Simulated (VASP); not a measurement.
# ZrS (R-3m) in VASP: a series of runs, part 2 of 2

VASP 6.6.1. The steps go on from the part before.

## 6. Single point, PBEsol (20.00 Å³/atom)

This run uses another cell than the first one, of 20.00 Å³/atom.

The input, INCAR:

```
PREC = Accurate
ENCUT = 520
EDIFF = 1E-6
ISMEAR = 0
SIGMA = 0.15
LREAL = F
LASPH = T
NELM = 80
ALGO = Normal
ISIF = 2
LWAVE = F
LCHARG = F
GGA = PS
NBANDS = 16
```

The input, KPOINTS:

```
Automatic mesh
0
Gamma
  16 16 16
```

The input, POSCAR:

```
ZrS
1.0
    0.1108381097      2.7709527435      2.7709527435
    2.7709527435      0.1108381097      2.7709527435
    2.7709527435      2.7709527435      0.1108381097
Zr S
1 1
Direct
    0.0000000000      0.0000000000      0.0000000000
    0.5000000000      0.5000000000      0.5000000000
```

Potentials or basis: VASP PAW PBE potentials, release 64 (Zr_sv, S).

Launch:

```console
$ cat potpaw_PBE.64/Zr_sv/POTCAR potpaw_PBE.64/S/POTCAR > POTCAR
$ mpirun -np 1 vasp_std > vasp.out
```

OUTCAR:

```text
PREC = Accurate
   ENCUT = 520
   EDIFF = 1E-6
   ISMEAR = 0
   LREAL = F
   LASPH = T
   NELM = 80
   ISIF = 2
   GGA = PS

 ion  position               nearest neighbor table
   1  0.000  0.000  0.000-   2 2.72   2 2.72   2 2.72   2 2.72   2 2.72   2 2.72
   2  0.500  0.500  0.500-   1 2.72   1 2.72   1 2.72   1 2.72   1 2.72   1 2.72

  LATTYP: Found a trigonal (rhomboedric) cell.
 ALAT       =     3.9202861248
 COS(alpha) =     0.5395683453

  Lattice vectors:

 A1 = (   0.1108381097,   2.7709527435,   2.7709527435)
 A2 = (   2.7709527435,   0.1108381097,   2.7709527435)
 A3 = (   2.7709527435,   2.7709527435,   0.1108381097)

Analysis of symmetry for initial positions (statically):
=====================================================================
 Subroutine PRICEL returns:
 Original cell was already a primitive cell.

 Routine SETGRP: Setting up the symmetry group for a
 trigonal (rhombohedral) supercell.

 Subroutine GETGRP returns: Found 12 space group operations
 (whereof 12 operations were pure point group operations)
 out of a pool of 12 trial point group operations.

The static configuration has the point symmetry D_3d.

Analysis of symmetry for dynamics (positions and initial velocities):
=====================================================================
 Subroutine PRICEL returns:
 Original cell was already a primitive cell.

 Routine SETGRP: Setting up the symmetry group for a
 trigonal (rhombohedral) supercell.

 Subroutine GETGRP returns: Found 12 space group operations
 (whereof 12 operations were pure point group operations)
 out of a pool of 12 trial point group operations.

The dynamic configuration has the point symmetry D_3d.

 Subroutine INISYM returns: Found 12 space group operations
 (whereof 12 operations are pure point group operations),
 and found     1 'primitive' translations

[... 110 lines left out ...]
   EFERMI_NEDOS =   21; number of points for ismear=-14 and -15
   IALGO  =     38    algorithm
   IMIX   =      4    mixing-type and parameters
     AMIX     =   0.40;   BMIX     =  1.00
     AMIX_MAG =   1.60;   BMIX_MAG =  1.00
  volume/ion in A,a.u.               =      20.00       134.97
  Fermi-wavevector in a.u.,A,eV,Ry     =   1.254524  2.370707 21.413266  1.573831
  Thomas-Fermi vector in A             =   2.388325
   LORBIT       =      0    0 simple, 1 ext, 2 COOP (PROOUT), +10 PAW based schemes
   GGA     = PS    functional components
   LHFCALC =     F    Hartree Fock is set to
   AEXX    =    0.0000 exact exchange contribution
   IVDW    =     0    specifies the selected vdW correction
   LEPSILON=     F    determine dielectric tensor
   LRPA    =     F    only Hartree local field effects (RPA)
 non-spin polarized calculation
 Gauss-broadening in eV      SIGMA  =   0.15
  energy-cutoff  :      520.00
  volume of cell :       40.00
 maximum number of plane-waves:      1093
 NGX is ok and might be reduce to    30
   NGX = 15   NGY = 15   NGZ = 15

 number of electron      18.0000001 magnetization

 Free energy of the ion-electron system (eV)
  ---------------------------------------------------
  ext. energy  EPLUGINS =         0.00000000
  ---------------------------------------------------
  free energy    TOTEN  =       -16.20377080 eV

  energy without entropy =      -16.18571311  energy(sigma->0) =      -16.19474196

 E-fermi :   9.3853     XC(G=0): -10.9862

 val. band max:        9.3801017463   @ k =   0.3125   0.0625   0.0625
 cond. band min:       9.3858281943   @ k =  -0.3125   0.3125   0.1250
 fundamental gap:      0.0057264480
 Fermi energy:         9.3852943216

 k-point     1 :       0.0000    0.0000    0.0000
  band No.  band energies     occupation
      1     -40.7150      2.00000
      2     -18.7413      2.00000
      3     -18.6744      2.00000
      4     -18.6744      2.00000
      5      -5.9494      2.00000
      6       5.7241      2.00000
[... 433 lines left out ...]
      3     -18.6985      2.00000
      4     -18.6791      2.00000
      5      -5.8412      2.00000
      6       5.3057      2.00000
[... 8 lines left out ...]
     15      16.9083      0.00000
     16      20.1063      0.00000

 [... further k-points ...]

------------------------ aborting loop because EDIFF is reached ----------------------------------------

  FORCE on cell =-STRESS in cart. coord.  units (eV):
  Direction    XX          YY          ZZ          XY          YZ          ZX
  --------------------------------------------------------------------------------------
  -------------------------------------------------------------------------------------
  Total       -3.8859342     -3.8859342     -3.8859342     -0.1880992     -0.1880992     -0.1880992
  in kB     -155.6488925   -155.6488925   -155.6488925     -7.5342065     -7.5342065     -7.5342065
  external PRESSURE =    -155.6488925 kB  Pullay stress =       0.0000000 kB

 VOLUME and BASIS-vectors are now :
 -----------------------------------------------------------------------------
  energy-cutoff  :      520.00
  volume of cell :       40.00
      direct lattice vectors                 reciprocal lattice vectors
     0.110838110  2.770952744  2.770952744    -0.191647350  0.184276299  0.184276299
     2.770952744  0.110838110  2.770952744     0.184276299 -0.191647350  0.184276299
     2.770952744  2.770952744  0.110838110     0.184276299  0.184276299 -0.191647350

 POSITION                                       TOTAL-FORCE (eV/Angst)
 -----------------------------------------------------------------------------------
      0.00000      0.00000      0.00000         0.000000      0.000000      0.000000
      2.82637      2.82637      2.82637        -0.000000     -0.000000     -0.000000
 -----------------------------------------------------------------------------------
    total drift:                               -0.000000      0.000000      0.000000

  FREE ENERGIE OF THE ION-ELECTRON SYSTEM (eV)
  ---------------------------------------------------
  free  energy   TOTEN  =       -16.2037707997 eV

  energy  without entropy=      -16.1857131125  energy(sigma->0) =      -16.19474196
```

stdout:

```text
POSCAR found type information on POSCAR ZrS
 POSCAR found :  2 types and       2 ions
 scaLAPACK will be used
 -----------------------------------------------------------------------------
|                                                                             |
|                                                                             |
|     You enforced a specific xc type in the INCAR file but a different       |
|     I HOPE YOU KNOW WHAT YOU ARE DOING!                                     |
|                                                                             |
 -----------------------------------------------------------------------------

 LDA part: xc-table for (Slater+PW92), standard interpolation
 POSCAR, INCAR and KPOINTS ok, starting setup
 FFT: planning ... GRIDC
 FFT: planning ... GRID_SOFT
 FFT: planning ... GRID
 WAVECAR not read
 entering main loop
```

Run time: 2.4 min. Hardware: 1 thread of Intel Xeon 6975P-C (Granite Rapids), shared host; peak memory 0.37 GiB.

Results:

| Item | Value |
| --- | --- |
| Free energy | -16.2038 eV |
| Pressure | -15.6 GPa |
| Band gap on the k mesh | zero (bands 9 and 10 overlap by 2.07 eV) |

Stress tensor (GPa, compression positive):
```
-15.56  -0.75  -0.75
 -0.75 -15.56  -0.75
 -0.75  -0.75 -15.56
```

Caveat: the cell stands under tension; the PAW data sets were made with another functional, which shifts forces and pressure a little.

## 7. Summary

```csv
cell,gap on the mesh (eV),pressure (GPa)
"a = 3.859 Å, angles 57.3°, 2 atoms",none,-11.8
"a = 3.947 Å, angles 54.7°, 2 atoms",none,-11.6
"a = 3.641 Å, angles 65.4°, 2 atoms",none,-11.7
"a = 4.108 Å, angles 52.2°, 2 atoms",none,-15.0
"a = 3.920 Å, angles 57.3°, 2 atoms",none,-15.6
```

Alike in all rows: task single point; level PBEsol; potentials or basis VASP PAW PBE potentials, release 64 (Zr_sv, S); no spin polarisation; k mesh 16 × 16 × 16; cutoff (eV) 520; smearing gaussian 0.15 eV.

Caveats: the cell stands under tension; the PAW data sets were made with another functional, which shifts forces and pressure a little.

Absolute energies hang on the potentials; compare differences alone.
